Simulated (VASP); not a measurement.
N: single point with PBE

System: N.

```
CELL_PARAMETERS angstrom
7.47458 0.00000 0.00000
0.00000 7.47458 0.00000
0.00000 0.00000 7.47458
ATOMIC_POSITIONS crystal
N 0.23972 0.31008 0.85899
N 0.14896 0.19875 0.88384
N 0.34884 0.40640 0.30913
N 0.43548 0.30531 0.37529
N 0.66845 0.49742 0.72186
N 0.68170 0.59591 0.84246
N 0.46630 0.91015 0.35983
N 0.34617 0.85264 0.29563
N 0.21696 0.81188 0.72055
N 0.07030 0.77718 0.74007
N 0.02715 0.09447 0.36909
N 0.00257 0.07796 0.22370
N 0.71203 0.17923 0.98396
N 0.58671 0.14915 0.91206
N 0.91920 0.54552 0.36275
N 0.84583 0.42373 0.32952
```

```json
{"Program": "VASP 6.6.1", "Task": "single point", "Functional": "PBE", "Potentials or basis": "VASP PAW PBE potentials, release 64 (N_h)", "Cutoff": "1000 eV", "k mesh": "1 × 1 × 1", "Occupations": "fermi-dirac, width 0.05 eV", "Spin": "no spin polarisation"}
```

```yaml
Pressure: -0.8 GPa
Largest_force: 7.494 eV/Å
```

Forces on the atoms (eV/Å):
```
N    1.090  1.585 -0.340
N   -1.194 -1.408  0.178
N    0.728 -0.805  0.536
N   -0.730  0.922 -0.511
N    0.617  4.822  5.703
N   -0.660 -4.617 -5.719
N   -0.221 -0.277 -0.180
N    0.402  0.079  0.118
N   -4.100 -1.017  0.580
N    4.115  0.951 -0.544
N   -0.173 -0.205 -0.896
N    0.199 -0.144  1.112
N   -0.162 -0.034 -0.108
N    0.182 -0.195  0.097
N    0.842  1.434  0.360
N   -0.933 -1.091 -0.385
```

Stress tensor (GPa, compression positive):
```
-0.75  0.03 -0.29
 0.03  0.30 -1.56
-0.29 -1.56 -1.97
```

Levels at points of the mesh, in eV from the Fermi level:
```
           k point  band 38  band 39  band 40  band 41  band 42  band 43
(0.00, 0.00, 0.00)    -1.48    -1.37    -1.29     5.67     5.71     6.01
```

Wall time 68 s on 1 thread of Intel(R) Xeon(R) 6975P-C (Granite Rapids) (shared host), peak memory 0.81 GiB.

Caveat: the k points lie up to 0.84 Å⁻¹ apart, too coarse for converged energies, forces and pressures; the atoms stand as in a frame of molecular dynamics.
